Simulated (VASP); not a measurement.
# InH (Pm-3m) in VASP: notebook

InH is run at these levels: PBEsol; tasks: vibrations by perturbation theory.

Program: VASP 6.6.1. These are calculated values, not measurements. Logs are shortened: lines on timing, memory, paths and dates and some standing lists are left out, and cuts for length are marked.

**1. The cell of the first run**

It takes space group Pm-3m (No. 221, cubic). Conventional cell: a = 3.094 Å, b = 3.094 Å, c = 3.094 Å, α = 90.00°, β = 90.00°, γ = 90.00°. In (site symmetry m-3m) has 8 H at 2.68 Å and 6 In at 3.09 Å within 3.5 Å. H (site symmetry m-3m) has 8 In at 2.68 Å and 6 H at 3.09 Å within 3.5 Å.

**2. Vibrations by perturbation theory, PBEsol**

File INCAR:

```
PREC = Accurate
ENCUT = 520
EDIFF = 1E-8
ISMEAR = -1
SIGMA = 0.15
LREAL = False
LASPH = True
NELM = 100
ALGO = Normal
ISIF = 2
LWAVE = False
LCHARG = False
GGA = PS
NBANDS = 14
IBRION = 8
NSW = 1
```

File KPOINTS:

```
regular mesh
0
Gamma
  14 14 14
```

File POSCAR:

```
InH
1.0
    3.0940000000      0.0000000000      0.0000000000
    0.0000000000      3.0940000000      0.0000000000
    0.0000000000      0.0000000000      3.0940000000
In H
1 1
Direct
    0.0000000000      0.0000000000      0.0000000000
    0.5000000000      0.5000000000      0.5000000000
```

Potentials or basis: VASP PAW PBE potentials, release 64 (In_d, H).

Command:

```sh
> cat potpaw_PBE.64/In_d/POTCAR potpaw_PBE.64/H/POTCAR > POTCAR
> mpirun -np 1 vasp_std > vasp.out
```

OUTCAR:

```text
PREC = Accurate
   ENCUT = 520
   EDIFF = 1E-8
   ISMEAR = -1
   LREAL = False
   LASPH = True
   NELM = 100
   ISIF = 2
   GGA = PS
   IBRION = 8
   NSW = 1

 ion  position               nearest neighbor table
   1  0.000  0.000  0.000-
   2  0.500  0.500  0.500-

  LATTYP: Found a simple cubic cell.
 ALAT       =     3.0940000000

  Lattice vectors:

 A1 = (   3.0940000000,   0.0000000000,   0.0000000000)
 A2 = (   0.0000000000,   3.0940000000,   0.0000000000)
 A3 = (   0.0000000000,   0.0000000000,   3.0940000000)

Analysis of symmetry for initial positions (statically):
=====================================================================
 Subroutine PRICEL returns:
 Original cell was already a primitive cell.

 Routine SETGRP: Setting up the symmetry group for a
 simple cubic supercell.

 Subroutine GETGRP returns: Found 48 space group operations
 (whereof 48 operations were pure point group operations)
 out of a pool of 48 trial point group operations.

The static configuration has the point symmetry O_h .

Analysis of symmetry for dynamics (positions and initial velocities):
=====================================================================
 Subroutine PRICEL returns:
 Original cell was already a primitive cell.

 Routine SETGRP: Setting up the symmetry group for a
 simple cubic supercell.

 Subroutine GETGRP returns: Found 48 space group operations
 (whereof 48 operations were pure point group operations)
 out of a pool of 48 trial point group operations.

The dynamic configuration has the point symmetry O_h .

 Subroutine INISYM returns: Found 48 space group operations
 (whereof 48 operations are pure point group operations),
 and found     1 'primitive' translations

----------------------------------------------------------------------------------------

                                     Primitive cell

  volume of cell :      29.6184

  direct lattice vectors                    reciprocal lattice vectors
     3.094000000  0.000000000  0.000000000     0.323206206  0.000000000  0.000000000
     0.000000000  3.094000000  0.000000000     0.000000000  0.323206206  0.000000000
     0.000000000  0.000000000  3.094000000     0.000000000  0.000000000  0.323206206

  length of vectors
     3.094000000  3.094000000  3.094000000     0.323206206  0.323206206  0.323206206

  position of ions in fractional coordinates (direct lattice)
     0.000000000  0.000000000  0.000000000
     0.500000000  0.500000000  0.500000000

  ion indices of the primitive-cell ions
   primitive index   ion index
                 1           1
                 2           2

----------------------------------------------------------------------------------------

 KPOINTS: regular mesh

Automatic generation of k-mesh.
 Grid dimensions read from file:
 generate k-points for:   14   14   14

 Generating k-lattice:

  Cartesian coordinates                     Fractional coordinates (reciprocal lattice)
     0.023086158  0.000000000  0.000000000     0.071428571  0.000000000  0.000000000
     0.000000000  0.023086158  0.000000000     0.000000000  0.071428571  0.000000000
     0.000000000  0.000000000  0.023086158     0.000000000  0.000000000  0.071428571

  Length of vectors
     0.023086158  0.023086158  0.023086158

  Shift w.r.t. Gamma in fractional coordinates (k-lattice)
     0.000000000  0.000000000  0.000000000

 Subroutine IBZKPT returns following result:
 ===========================================

 Found    120 irreducible k-points:

 Following reciprocal coordinates:
            Coordinates               Weight
  0.000000  0.000000  0.000000      1.000000
  0.071429  0.000000  0.000000      6.000000
  0.142857  0.000000  0.000000      6.000000
  0.214286  0.000000  0.000000      6.000000
  0.285714  0.000000  0.000000      6.000000
  0.357143  0.000000  0.000000      6.000000
[... 16 lines left out ...]
  0.285714  0.214286  0.000000     24.000000
  0.357143  0.214286  0.000000     24.000000
 [... further k-points ...]
   k-points           NKPTS =    120   k-points in BZ     NKDIM =    120   number of bands    NBANDS=     14
   number of dos      NEDOS =    301   number of ions     NIONS =      2
   total plane-waves  NPLWV =  13824
   dimension x,y,z NGX =    24 NGY =   24 NGZ =   24
   dimension x,y,z NGXF=    48 NGYF=   48 NGZF=   48
   ions per type =               1   1
   NGX,Y,Z   is equivalent  to a cutoff of  12.90, 12.90, 12.90 a.u.
   NGXF,Y,Z  is equivalent  to a cutoff of  25.79, 25.79, 25.79 a.u.
 SYSTEM =  unknown system
   PREC   = accura    normal or accurate (medium, high low for compatibility)
   ISTART =      0    job   : 0-new  1-cont  2-samecut
   ICHARG =      2    charge: 1-file 2-atom 10-const
   ISPIN  =      1    spin polarized calculation?
   LNONCOLLINEAR =      F non collinear calculations
   LSORBIT =      F    spin-orbit coupling
   LASPH  =      T    aspherical Exc in radial PAW
   ENCUT  =  520.0 eV  38.22 Ry    6.18 a.u.   5.75  5.75  5.75*2*pi/ulx,y,z
   NELM   =    100;   NELMIN=  2; NELMDL= -5     # of ELM steps
   EDIFF  = 0.1E-07   stopping-criterion for ELM
   LREAL  =      F    real-space projection
   EDIFFG = 0.1E-06   stopping-criterion for IOM
   NSW    =      1    number of steps for IOM
   IBRION =      8    ionic relax: 0-MD 1-quasi-New 2-CG
   NFREE  =      0    steps in history (QN), initial steepest desc. (CG)
   ISIF   =      2    stress and relaxation
   ISYM   =      2    0-nonsym 1-usesym 2-fastsym
   POTIM  = 0.5000    time-step for ionic-motion
   TEBEG  =    0.0;   TEEND  =   0.0 temperature during run
   PSTRESS=    0.0 pullay stress
   NELECT =      14.0000    total number of electrons
   NUPDOWN=      -1.0000    fix difference up-down
   EMIN   =  10.00;   EMAX   =-10.00  energy-range for DOS
   EFERMI =   0.00;   METHOD = LEGACY
   ISMEAR =    -1;   SIGMA  =   0.15  broadening in eV -4-tet -1-fermi 0-gaus
   EFERMI_NEDOS =   21; number of points for ismear=-14 and -15
   IALGO  =     38    algorithm
   IMIX   =      4    mixing-type and parameters
     AMIX     =   0.40;   BMIX     =  1.00
     AMIX_MAG =   1.60;   BMIX_MAG =  1.00
  volume/ion in A,a.u.               =      14.81        99.94
  Fermi-wavevector in a.u.,A,eV,Ry     =   1.275255  2.409883 22.126836  1.626277
  Thomas-Fermi vector in A             =   2.407978
   LORBIT       =      0    0 simple, 1 ext, 2 COOP (PROOUT), +10 PAW based schemes
   GGA     = PS    functional components
   LHFCALC =     F    Hartree Fock is set to
   AEXX    =    0.0000 exact exchange contribution
   IVDW    =     0    specifies the selected vdW correction
   LEPSILON=     F    determine dielectric tensor
   LRPA    =     F    only Hartree local field effects (RPA)
 non-spin polarized calculation
  energy-cutoff  :      520.00
  volume of cell :       29.62
 maximum number of plane-waves:       840
 NGX is ok and might be reduce to    24
   NGX = 11   NGY = 11   NGZ = 11

--------------------------------------- Ionic step        1  -------------------------------------------

 number of electron      13.9999986 magnetization

 Free energy of the ion-electron system (eV)
  ---------------------------------------------------
  ext. energy  EPLUGINS =         0.00000000
  ---------------------------------------------------
  free energy    TOTEN  =        -5.25574529 eV

  energy without entropy =       -5.21351840  energy(sigma->0) =       -5.23463185

 E-fermi :   6.4841     XC(G=0): -10.4399

 val. band max:        6.4659454493   @ k =   0.2143   0.0714   0.0000
 cond. band min:       6.4968232374   @ k =   0.2143   0.2143   0.1429
 fundamental gap:      0.0308777881
 Fermi energy:         6.4841436909

 k-point     1 :       0.0000    0.0000    0.0000
  band No.  band energies     occupation
      1      -8.3959      2.00000
      2      -8.3959      2.00000
      3      -7.7301      2.00000
      4      -7.7301      2.00000
      5      -7.7301      2.00000
      6      -3.5671      2.00000
      7       9.2267      0.00000
      8      12.8127      0.00000
      9      12.8127      0.00000
     10      12.8127      0.00000
     11      16.3059      0.00000
     12      16.3059      0.00000
     13      27.0813      0.00000
     14      27.0813      0.00000
[... 377 lines left out ...]
      1      -8.2505      2.00000
      2      -8.0018      2.00000
      3      -7.9111      2.00000
      4      -7.8706      2.00000
      5      -7.7860      2.00000
      6      -0.6236      2.00000
      7       4.0868      2.00000
      8       8.7798      0.00000
      9      12.6039      0.00000
     10      15.9357      0.00000
     11      17.0309      0.00000
     12      21.2477      0.00000
     13      21.5642      0.00000
     14      23.3342      0.00000

 [... further k-points ...]
[... 5 lines left out ...]
  --------------------------------------------------------------------------------------
  -------------------------------------------------------------------------------------
  Total       -0.0156840     -0.0156840     -0.0156840      0.0000000      0.0000000     -0.0000000
  in kB       -0.8484114     -0.8484114     -0.8484114      0.0000000      0.0000000     -0.0000000
  external PRESSURE =      -0.8484114 kB  Pullay stress =       0.0000000 kB

 VOLUME and BASIS-vectors are now :
 -----------------------------------------------------------------------------
  energy-cutoff  :      520.00
  volume of cell :       29.62
      direct lattice vectors                 reciprocal lattice vectors
     3.094000000  0.000000000  0.000000000     0.323206206  0.000000000  0.000000000
     0.000000000  3.094000000  0.000000000     0.000000000  0.323206206  0.000000000
     0.000000000  0.000000000  3.094000000     0.000000000  0.000000000  0.323206206

 POSITION                                       TOTAL-FORCE (eV/Angst)
 -----------------------------------------------------------------------------------
      0.00000      0.00000      0.00000         0.000000      0.000000      0.000000
      1.54700      1.54700      1.54700         0.000000      0.000000      0.000000
 -----------------------------------------------------------------------------------
    total drift:                               -0.000000      0.000000      0.000000

  FREE ENERGIE OF THE ION-ELECTRON SYSTEM (eV)
  ---------------------------------------------------
  free  energy   TOTEN  =        -5.2557452921 eV

  energy  without entropy=       -5.2135184004  energy(sigma->0) =       -5.23463185

[... ionic steps 2 to 3 ...]

--------------------------------------- Ionic step        4  -------------------------------------------

------------------------ aborting loop because EDIFF is reached ----------------------------------------

[... ionic steps 5 to 6 ...]

--------------------------------------- Ionic step        7  -------------------------------------------

 Free energy of the ion-electron system (eV)
  ---------------------------------------------------
  ---------------------------------------------------
  free energy    TOTEN  =        -0.01454712 eV

  energy without entropy =       -0.01454712

------------------------ aborting loop because EDIFF is reached ----------------------------------------

 INTERNAL STRAIN TENSOR  FOR ION    2  DIRECTION 1   (eV/Angst):
 -----------------------------------------------------------------------------
    -0.03696  0.00000  0.00000
     0.00000  0.01781  0.00000
    -0.00000  0.00000  0.01781

 INTERNAL STRAIN TENSOR FOR ION    2 for displacements in x,y,z  (eV/Angst):
          X           Y           Z          XY          YZ          ZX
  --------------------------------------------------------------------------------
  x     0.00000     0.00000     0.00000     0.00000     0.00000     0.00000
  y     0.00000     0.00000     0.00000     0.00000     0.00000     0.00000
  z     0.00000     0.00000     0.00000     0.00000     0.00000     0.00000

 SECOND DERIVATIVES (NOT SYMMETRIZED)
 ------------------------------------
               1X          1Y          1Z          2X          2Y          2Z
  1X     0.789281   -0.000000   -0.000000   -0.789281    0.000000    0.000000
  1Y    -0.000000    0.789281    0.000000    0.000000   -0.789281   -0.000000
  1Z     0.000000    0.000000    0.789281   -0.000000   -0.000000   -0.789281
  2X    -0.754508    0.000000   -0.000000    0.754508   -0.000000    0.000000
  2Y     0.000000   -0.754508   -0.000000   -0.000000    0.754508    0.000000
  2Z     0.000000    0.000000   -0.754508   -0.000000   -0.000000    0.754508

 Eigenvectors and eigenvalues of the dynamical matrix
 ----------------------------------------------------

   1 f  =    0.029071 THz     0.182656 2PiTHz    0.969694 cm-1     0.120227 meV
             X         Y         Z           dx          dy          dz
      0.000000  0.000000  0.000000     0.995473    0.000000    0.000000
      1.547000  1.547000  1.547000     0.095041    0.000000    0.000000
[... 21 lines left out ...]
   6 f/i=   13.641210 THz    85.710253 2PiTHz  455.021799 cm-1    56.415488 meV
             X         Y         Z           dx          dy          dz
      0.000000  0.000000  0.000000     0.000000   -0.000000   -0.095041
      1.547000  1.547000  1.547000    -0.000000    0.000000    0.995473

--------------------------------------------------------------------------------------------------------

 ELASTIC MODULI CONTR FROM IONIC RELAXATION (kBar)
 Direction    XX          YY          ZZ          XY          YZ          ZX
 --------------------------------------------------------------------------------
 XX           0.0000      0.0000      0.0000      0.0000      0.0000      0.0000
 YY           0.0000      0.0000      0.0000      0.0000      0.0000      0.0000
 ZZ           0.0000      0.0000      0.0000      0.0000      0.0000      0.0000
 XY           0.0000      0.0000      0.0000      0.0000      0.0000      0.0000
 YZ           0.0000      0.0000      0.0000      0.0000      0.0000      0.0000
 ZX           0.0000      0.0000      0.0000      0.0000      0.0000      0.0000
 --------------------------------------------------------------------------------
```

Run time: 3.1 min. Hardware: 1 thread of AMD EPYC 9R45 (Zen 5), shared host; peak memory 0.33 GiB.

Results:

```yaml
Highest_phonon_frequency_at_Γ_LO-TO_splitting_left_out: 1 cm⁻¹
Most_unstable_mode: 455i cm⁻¹
```

Phonon frequencies in cm⁻¹ (negative: imaginary):
```csv
q point,frequencies
"(0.000, 0.000, 0.000)",-455 -455 -455 1 1 1
```

Caveat: some modes are imaginary; the PAW data sets were made with another functional, which shifts forces and pressure a little; spin-orbit coupling is left out, which moves the levels of the heavy elements.

(Continued in part 2 of 2.)
